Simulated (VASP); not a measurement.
# Ti4C in VASP: a series of runs

The runs below take Ti4C through single point, with PBEsol.

Program: VASP 6.6.1. These are calculated values, not measurements. Logs are shortened: lines on timing, memory, paths and dates and some standing lists are left out, and cuts for length are marked.

## 1. The cell of the first run

The cell holds a slab with vacuum, 5 atoms: a = 3.210 Å, b = 3.210 Å, c = 20.107 Å, α = 90.00°, β = 90.00°, γ = 90.00°.

## 2. Single point, PBEsol

Input file INCAR:

```
ALGO     = Normal         # electronic algorithm
DIPOL    = 0.5 0.5 0.353
EDIFF    = 1E-7           # SCF threshold, eV
ENCUT    = 520            # plane-wave cutoff, eV
GGA      = PS             # functional
IDIPOL   = 3            
ISIF     = 2              # what is computed and relaxed
ISMEAR   = 0              # smearing method
LASPH    = T              # aspherical terms in the spheres
LCHARG   = F              # write CHGCAR
LDIPOL   = T            
LREAL    = F              # projectors in reciprocal space
LWAVE    = F              # write WAVECAR
NBANDS   = 34             # bands
NELM     = 100            # most SCF steps
PREC     = Accurate       # precision mode
SIGMA    = 0.1            # smearing width, eV
```

Input file KPOINTS:

```
k-points
0
Gamma
  8 8 1
```

Input file POSCAR:

```
Ti4C
1.0
    3.2102321090      0.0000000000      0.0000000000
    0.0000000000      3.2102321090      0.0000000000
    0.0000000000      0.0000000000     20.1069940753
Ti C
4 1
Direct
    0.5000000000      0.5000000000      0.1989357527
    0.0000000000      0.0000000000      0.2787644953
    0.5000000000      0.5000000000      0.3538359372
    0.0000000000      0.0000000000      0.4280597111
    0.0000000000      0.2500000000      0.5075737409
```

Potentials or basis: VASP PAW PBE potentials, release 64 (Ti_sv, C).

Command:

```
cat potpaw_PBE.64/Ti_sv/POTCAR potpaw_PBE.64/C/POTCAR > POTCAR
mpirun -np 1 vasp_std > vasp.out
```

OUTCAR:

```text
EDIFF = 1E-7
   ENCUT = 520
   GGA = PS
   ISIF = 2
   ISMEAR = 0
   LASPH = T
   LREAL = F
   NELM = 100
   PREC = Accurate

 ion  position               nearest neighbor table
   1  0.500  0.500  0.199-   2 2.78   2 2.78   2 2.78   2 2.78
   2  0.000  0.000  0.279-   3 2.73   3 2.73   3 2.73   3 2.73   1 2.78   1 2.78   1 2.78   1 2.78

   3  0.500  0.500  0.354-   4 2.72   4 2.72   4 2.72   4 2.72   2 2.73   2 2.73   2 2.73   2 2.73

   4  0.000  0.000  0.428-   5 1.79   3 2.72   3 2.72   3 2.72   3 2.72
   5  0.000  0.250  0.508-   4 1.79

  LATTYP: Found a simple tetragonal cell.
 ALAT       =     3.2102321090
 C/A-ratio  =     6.2634081875

  Lattice vectors:

 A1 = (   3.2102321090,   0.0000000000,   0.0000000000)
 A2 = (   0.0000000000,   3.2102321090,   0.0000000000)
 A3 = (   0.0000000000,   0.0000000000,  20.1069940753)

Analysis of symmetry for initial positions (statically):
=====================================================================
 Subroutine PRICEL returns:
 Original cell was already a primitive cell.

 Routine SETGRP: Setting up the symmetry group for a
 simple tetragonal supercell.

 Subroutine GETGRP returns: Found  2 space group operations
 (whereof  2 operations were pure point group operations)
 out of a pool of 16 trial point group operations.

The static configuration has the point symmetry C_1h.

Analysis of symmetry for dynamics (positions and initial velocities):
=====================================================================
 Subroutine PRICEL returns:
 Original cell was already a primitive cell.

 Routine SETGRP: Setting up the symmetry group for a
 simple tetragonal supercell.

 Subroutine GETGRP returns: Found  2 space group operations
 (whereof  2 operations were pure point group operations)
 out of a pool of 16 trial point group operations.

The dynamic configuration has the point symmetry C_1h.

 Subroutine INISYM returns: Found  2 space group operations
 (whereof  2 operations are pure point group operations),
 and found     1 'primitive' translations

----------------------------------------------------------------------------------------

                                     Primitive cell

  volume of cell :     207.2144

  direct lattice vectors                    reciprocal lattice vectors
     3.210232109  0.000000000  0.000000000     0.311503955  0.000000000  0.000000000
     0.000000000  3.210232109  0.000000000     0.000000000  0.311503955  0.000000000
[... 99 lines left out ...]
   TEBEG  =    0.0;   TEEND  =   0.0 temperature during run
   PSTRESS=    0.0 pullay stress
   NELECT =      52.0000    total number of electrons
   NUPDOWN=      -1.0000    fix difference up-down
   EMIN   =  10.00;   EMAX   =-10.00  energy-range for DOS
   EFERMI =   0.00;   METHOD = LEGACY
   ISMEAR =     0;   SIGMA  =   0.10  broadening in eV -4-tet -1-fermi 0-gaus
   EFERMI_NEDOS =   21; number of points for ismear=-14 and -15
   IALGO  =     38    algorithm
   IMIX   =      4    mixing-type and parameters
     AMIX     =   0.40;   BMIX     =  1.00
     AMIX_MAG =   1.60;   BMIX_MAG =  1.00
  volume/ion in A,a.u.               =      41.44       279.67
  Fermi-wavevector in a.u.,A,eV,Ry     =   1.032609  1.951348 14.507641  1.066282
  Thomas-Fermi vector in A             =   2.166815
   LORBIT       =      0    0 simple, 1 ext, 2 COOP (PROOUT), +10 PAW based schemes
   GGA     = PS    functional components
   LHFCALC =     F    Hartree Fock is set to
   AEXX    =    0.0000 exact exchange contribution
   IVDW    =     0    specifies the selected vdW correction
   LEPSILON=     F    determine dielectric tensor
   LRPA    =     F    only Hartree local field effects (RPA)
 non-spin polarized calculation
 Gauss-broadening in eV      SIGMA  =   0.10
  energy-cutoff  :      520.00
  volume of cell :      207.21
 maximum number of plane-waves:      5638
   NGX = 11   NGY = 11   NGZ = 75

 dipolmoment           0.000000      0.000000     -0.011503 electrons x Angstroem

 number of electron      51.9999995 magnetization

 dipolmoment           0.000000      0.000000      0.204716 electrons x Angstroem

 Free energy of the ion-electron system (eV)
  ---------------------------------------------------
  ext. energy  EPLUGINS =         0.00000000
  ---------------------------------------------------
  free energy    TOTEN  =       -35.99655730 eV

  energy without entropy =      -35.95054911  energy(sigma->0) =      -35.97355320

 E-fermi :  -0.3938     XC(G=0):  -5.2929

 val. band max:       -0.4039882475   @ k =   0.3750   0.3750   0.0000
 cond. band min:      -0.3869344250   @ k =   0.0000   0.2500   0.0000
 fundamental gap:      0.0170538224
 Fermi energy:        -0.3938493744

 k-point     1 :       0.0000    0.0000    0.0000
  band No.  band energies     occupation
      1     -57.1819      2.00000
      2     -56.4510      2.00000
      3     -56.2729      2.00000
      4     -55.9795      2.00000
      5     -33.6387      2.00000
      6     -33.4336      2.00000
[... 877 lines left out ...]
     33       1.6633      0.00000
     34       2.5499      0.00000

 [... further k-points ...]

------------------------ aborting loop because EDIFF is reached ----------------------------------------

 vacuum level on the upper side and lower side of the slab       (xc-potential included)         1.655        -1.896

  FORCE on cell =-STRESS in cart. coord.  units (eV):
  Direction    XX          YY          ZZ          XY          YZ          ZX
  --------------------------------------------------------------------------------------
  -------------------------------------------------------------------------------------
  Total       -1.6294207     -1.8606971     -0.3660301      0.0000000      2.8680622      0.0000000
  in kB      -12.5986436    -14.3868672     -2.8301362      0.0000000     22.1757913      0.0000000
  external PRESSURE =      -9.9385490 kB  Pullay stress =       0.0000000 kB

 VOLUME and BASIS-vectors are now :
 -----------------------------------------------------------------------------
  energy-cutoff  :      520.00
  volume of cell :      207.21
      direct lattice vectors                 reciprocal lattice vectors
     3.210232109  0.000000000  0.000000000     0.311503955  0.000000000  0.000000000
     0.000000000  3.210232109  0.000000000     0.000000000  0.311503955  0.000000000
     0.000000000  0.000000000 20.106994075     0.000000000  0.000000000  0.049733938

 POSITION                                       TOTAL-FORCE (eV/Angst)
 -----------------------------------------------------------------------------------
      1.60512      1.60512      4.00000         0.000000     -0.072527      0.542488
      0.00000      0.00000      5.60512         0.000000      0.117187     -0.305052
      1.60512      1.60512      7.11458         0.000000      0.243858     -0.753829
      0.00000      0.00000      8.60699         0.000000     -2.321230      0.451822
      0.00000      0.80256     10.20578         0.000000      2.032712      0.064571
 -----------------------------------------------------------------------------------
    total drift:                                0.000000     -0.000017     -0.000008

  FREE ENERGIE OF THE ION-ELECTRON SYSTEM (eV)
  ---------------------------------------------------
  free  energy   TOTEN  =       -35.9965572955 eV

  energy  without entropy=      -35.9505491128  energy(sigma->0) =      -35.97355320

 vacuum level on the upper side and lower side of the slab         6.441         2.794
```

Run time: 3.6 min. Hardware: 1 thread of AMD EPYC 9R45 (Zen 5), shared host; peak memory 0.32 GiB.

Results:

```
Free energy            : -35.9966 eV
Largest force          : 2.365 eV/Å
Band gap on the k mesh : zero (bands 26 and 27 overlap by 0.70 eV)
```

Forces in eV/Å, atoms in the order of the input:
```
Ti   0.000 -0.073  0.542
Ti   0.000  0.117 -0.305
Ti   0.000  0.244 -0.754
Ti   0.000 -2.321  0.452
C    0.000  2.033  0.065
```

Levels at points of the mesh, in eV from the Fermi level:
```csv
k point,band 24,band 25,band 26,band 27,band 28,band 29
"(0.00, 0.00, 0.00)",-0.26,0.22,0.48,0.70,0.98,0.99
"(0.50, 0.00, 0.00)",-0.35,-0.17,0.06,0.14,0.62,1.09
"(0.00, 0.50, 0.00)",-0.31,-0.17,-0.16,0.17,0.59,0.99
"(0.50, 0.50, 0.00)",-0.57,-0.40,-0.39,-0.07,-0.03,0.77
```

Caveat: the PAW data sets were made with another functional, which shifts forces and pressure a little.

## 3. Single point, PBEsol

Input file INCAR:

```
PREC = Accurate ; ENCUT = 520
EDIFF = 1E-6 ; ISMEAR = 0
SIGMA = 0.1 ; LREAL = False
LASPH = True ; NELM = 100
ALGO = Normal ; ISIF = 2
LWAVE = False ; LCHARG = False
LDIPOL = True ; IDIPOL = 3
DIPOL = 0.5 0.5 0.341 ; GGA = PS
NBANDS = 34
```

Input file KPOINTS:

```
Automatic mesh
0
Gamma
  8 8 1
```

Changes to POSCAR since step 2:

```diff
@@ -12,2 +12,2 @@
     0.0000000000      0.0000000000      0.4280597111
-    0.0000000000      0.2500000000      0.5075737409
+    0.2500000000      0.5000000000      0.4477946645
```

Potentials or basis: VASP PAW PBE potentials, release 64 (Ti_sv, C).

Command:

```
cat potpaw_PBE.64/Ti_sv/POTCAR potpaw_PBE.64/C/POTCAR > POTCAR
mpirun -np 1 vasp_std > vasp.out
```

Wall time 3.7 min (1 thread of AMD EPYC 9R45 (Zen 5), shared host); peak memory 0.33 GiB.

It converged, with:

* Free energy: -40.0178 eV
* Largest force: 3.887 eV/Å
* Band gap on the k mesh: zero (bands 26 and 27 overlap by 0.51 eV)

Forces on the atoms (eV/Å):
```
Ti  -0.085  0.000  0.363
Ti   0.062  0.000 -0.855
Ti   0.351  0.000 -0.917
Ti  -3.630  0.000  1.391
C    3.303  0.000  0.018
```

Levels at points of the mesh, in eV from the Fermi level:
| k point | band 24 | band 25 | band 26 | band 27 | band 28 | band 29 |
| --- | --- | --- | --- | --- | --- | --- |
| (0.00, 0.00, 0.00) | -1.50 | 0.14 | 0.22 | 1.02 | 1.04 | 1.06 |
| (0.50, 0.00, 0.00) | -0.45 | -0.21 | 0.12 | 0.14 | 0.41 | 0.89 |
| (0.00, 0.50, 0.00) | -0.38 | -0.19 | 0.11 | 0.30 | 0.55 | 0.84 |
| (0.50, 0.50, 0.00) | -0.63 | -0.52 | -0.29 | 0.01 | 0.09 | 2.09 |

Caveat: the PAW data sets were made with another functional, which shifts forces and pressure a little.

## 4. Single point, PBEsol

Input file INCAR:

```
PREC     = Accurate       # precision mode
ENCUT    = 520            # plane-wave cutoff, eV
EDIFF    = 1E-7           # SCF threshold, eV
ISMEAR   = 0              # smearing method
SIGMA    = 0.1            # smearing width, eV
LREAL    = False          # projectors in reciprocal space
LASPH    = True           # aspherical terms in the spheres
NELM     = 100            # most SCF steps
ALGO     = Normal         # electronic algorithm
ISIF     = 2              # what is computed and relaxed
LWAVE    = False          # write WAVECAR
LCHARG   = False          # write CHGCAR
LDIPOL   = True         
IDIPOL   = 3            
DIPOL    = 0.5 0.5 0.356
GGA      = PS             # functional
NBANDS   = 34             # bands
```

Input file KPOINTS:

```
regular mesh
0
Gamma
  8 8 1
```

Changes to POSCAR since step 3:

```diff
@@ -12,2 +12,2 @@
     0.0000000000      0.0000000000      0.4280597111
-    0.2500000000      0.5000000000      0.4477946645
+    0.0000000000      0.1250000000      0.5181066192
```

Command:

```
cat potpaw_PBE.64/Ti_sv/POTCAR potpaw_PBE.64/C/POTCAR > POTCAR
mpirun -np 1 vasp_std > vasp.out
```

Run time: 3.5 min. Hardware: 1 thread of AMD EPYC 9R45 (Zen 5), shared host; peak memory 0.33 GiB.

The run converged. Its results:

* Free energy: -35.4103 eV
* Largest force: 1.267 eV/Å
* Band gap on the k mesh: zero (bands 26 and 27 overlap by 0.88 eV)

Forces on the atoms (eV/Å):
```
Ti   0.000 -0.024  0.480
Ti   0.000  0.120 -0.284
Ti   0.000  0.108 -0.729
Ti   0.000 -1.170  0.486
C    0.000  0.966  0.047
```

Levels at points of the mesh, in eV from the Fermi level:
```tsv
k point	band 22	band 23	band 24	band 25	band 26	band 27	band 28	band 29	band 30	band 31
(0.00, 0.00, 0.00)	-1.75	-0.85	-0.34	0.22	0.54	0.68	0.96	0.97	1.04	1.11
(0.50, 0.00, 0.00)	-1.60	-0.51	-0.33	-0.19	-0.02	0.04	0.67	1.04	1.18	1.46
(0.00, 0.50, 0.00)	-1.47	-0.53	-0.31	-0.19	-0.13	0.08	0.69	1.02	1.22	1.43
(0.50, 0.50, 0.00)	-0.92	-0.64	-0.60	-0.44	-0.39	-0.35	0.15	0.46	0.73	2.07
```

Caveat: the PAW data sets were made with another functional, which shifts forces and pressure a little.

## 5. The runs side by side

| cell | gap on the mesh (eV) | largest force (eV/Å) |
| --- | --- | --- |
| as given, atomic positions A | none | 2.36 |
| as given, atomic positions B | none | 3.89 |
| as given, atomic positions C | none | 1.27 |

Alike in all rows: task single point; level PBEsol; potentials or basis VASP PAW PBE potentials, release 64 (Ti_sv, C); no spin polarisation; k mesh 8 × 8 × 1; cutoff (eV) 520; smearing gaussian 0.1 eV.

Caveats: the PAW data sets were made with another functional, which shifts forces and pressure a little.

Absolute energies hang on the potentials; compare differences alone.

The gap in the log of VASP goes by the Fermi energy; the results here count the filled bands.